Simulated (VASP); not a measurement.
Write the native input for VASP 6.6.1 that does the following.

- Task: single point
- Functional: LDA
- Potentials or basis: VASP PAW LDA potentials, release 64 (Li_sv, Sr_sv, Sn_d, S)
- Cutoff: 520 eV
- k mesh: 6 × 6 × 6
- Occupations: fermi-dirac, width 0.02 eV
- Spin: no spin polarisation
- Dipole correction: no
- Further INCAR settings: ALGO = Normal; EDIFF = 1e-06; NBANDS = 37

The structure of SrLi2SnS4 lies in POSCAR:

```
SrLi2SnS4
1.0
   -3.2850872412      3.2850872412      3.8594028152
    3.2850872412     -3.2850872412      3.8594028152
    3.2850872412      3.2850872412     -3.8594028152
Li Sr Sn S
2 1 1 4
Direct
    0.2500000000      0.7500000000      0.5000000000
    0.7500000000      0.2500000000      0.5000000000
    0.5000000000      0.5000000000      0.0000000000
    0.0000000000      0.0000000000      0.0000000000
    0.0328655829      0.0328655829      0.4199210422
    0.9671344171      0.3870554594      0.0000000000
    0.6129445406      0.6129445406      0.5800789578
    0.3870554594      0.9671344171      0.0000000000
```

One way to write it, as run:

INCAR

```
  PREC = Accurate
  ENCUT = 520
  EDIFF = 1E-6
  ISMEAR = -1
  SIGMA = 0.02
  LREAL = F
  LASPH = T
  NELM = 80
  ALGO = Normal
  ISIF = 2
  LWAVE = F
  LCHARG = F
  GGA = CA
  NBANDS = 37
```

KPOINTS

```
Automatic mesh
0
Gamma
  6 6 6
```

Potentials or basis: VASP PAW LDA potentials, release 64 (Li_sv, Sr_sv, Sn_d, S).

The run is started by

```sh
$ cat potpaw_LDA.64/Li_sv/POTCAR potpaw_LDA.64/Sr_sv/POTCAR potpaw_LDA.64/Sn_d/POTCAR potpaw_LDA.64/S/POTCAR > POTCAR
$ mpirun -np 1 vasp_std > vasp.out
```

Results of the run:

| Item | Value |
| --- | --- |
| Largest force | 0.012 eV/Å |
| Band gap on the k mesh | 2.34 eV |

Caveat: spin-orbit coupling is left out, which moves the levels of the heavy elements.

It took 2.3 min on 1 thread of AMD EPYC 9R45 96-Core Processor (Zen 5), on a shared host, peak memory 0.34 GiB.
